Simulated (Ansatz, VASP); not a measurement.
**HfH2: VASP beside Ansatz**

File INCAR:

```
SYSTEM = HfH2
  PREC = Accurate
  ENCUT = 520
  EDIFF = 1E-8
  ISMEAR = -1
  SIGMA = 0.03
  LREAL = .False.
  LASPH = .True.
  NELM = 100
  ALGO = Normal
  ISIF = 2
  LWAVE = .False.
  LCHARG = .False.
  LEFG = .True.
  NBANDS = 13
```

KPOINTS

```
Automatic mesh
0
Gamma
  12 12 12
  0 0 0
```

Contents of POSCAR:

```
HfH2
1.0
   -1.7390000000      1.7390000000      2.1586950000
    1.7390000000     -1.7390000000      2.1586950000
    1.7390000000      1.7390000000     -2.1586950000
Hf H
1 2
Direct
    0.0000000000      0.0000000000      0.0000000000
    0.7500000000      0.2500000000      0.5000000000
    0.2500000000      0.7500000000      0.5000000000
```

Input for Ansatz:

```yaml
crystal:
  lattice:
    - [-1.739, 1.739, 2.158695]
    - [1.739, -1.739, 2.158695]
    - [1.739, 1.739, -2.158695]
  atoms:
    - { symbol: Hf, position: [0.0, 0.0, 0.0] }
    - { symbol: H, position: [0.75, 0.25, 0.5] }
    - { symbol: H, position: [0.25, 0.75, 0.5] }
kpoints:
  mp_grid: { grid: [12, 12, 12] }
scf:
  occupations: { method: fermi_dirac, width: 0.03 }
hamiltonian:
  xc: lda
  pseudopotentials: { kind: all_electron, datasets: crystal }
output:
  forces: true
  stress: true
  eigenvalues: true
  efg: { contact_densities: true }
```

Change from the starting cell: zz strain of -1 %, crystal datasets.

Alike in both runs: task electric field gradients; functional LDA; k mesh 12 × 12 × 12; occupations fermi-dirac, width 0.03 eV; no spin polarisation.

|  | VASP | Ansatz |
| --- | --- | --- |
| version | VASP 6.6.1 | Ansatz 0.2.0 |
| potentials or method | VASP PAW LDA potentials, release 64 (Hf_pv, H), cutoff 520 eV | all-electron PAW with datasets made for the crystal, scalar-relativistic |

VASP gave:

| Item | Value |
| --- | --- |
| pressure (GPa) | -7.3 |
| traceless stress, the component that is largest in VASP (GPa) | -0.42 |
| size of Vzz on the site where it differs most (V/Å²) | 28.2 |

Q: What did Ansatz give for the same quantities?

A: Pressure (GPa): -7.1; traceless stress, the component that is largest in VASP (GPa): -0.43; size of Vzz on the site where it differs most (V/Å²): 37.3.

LDA's correlation is that of Perdew and Zunger in VASP and of Perdew and Wang (1992) in Ansatz. Ansatz ran all-electron here, and VASP with PAW potentials.

Spin-orbit coupling is off throughout.
